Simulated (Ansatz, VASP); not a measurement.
Two plane-wave programs on BaTiO3

```
CELL_PARAMETERS angstrom
4.00600 0.00000 0.00000
0.00000 4.00600 0.00000
0.00000 0.00000 4.08612
ATOMIC_POSITIONS crystal
Ba 0.50000 0.50000 0.50000
Ti 0.00000 0.00000 0.00000
O 0.50000 0.00000 0.00000
O 0.00000 0.50000 0.00000
O 0.00000 0.00000 0.50000
```

Change from the starting cell: z stretched by +2 %, ions relaxed.

Alike in both runs: task relaxation of the atoms; functional PBE; k mesh 8 × 8 × 8; occupations fermi-dirac, width 0.02 eV; no spin polarisation.

```csv
,VASP,Ansatz
version,VASP 6.6.1,Ansatz 0.2.0
potentials or method,"VASP PAW PBE potentials, release 64 (Ba_sv, Ti_sv, O)","plane-wave PAW, scalar-relativistic"
plane-wave cutoff (eV),520,420
valence electrons in the cell,40,40
```

```tsv
	VASP	Ansatz	Ansatz less VASP
gap on the k mesh at the Fermi level, each at its own relaxed structure (eV)	1.66	1.72	+0.061
```

Ansatz's warnings: stress scf threshold loose.

Spin-orbit coupling is off throughout. Noted on VASP's run: the relaxation stopped at its first step, so nothing moved.
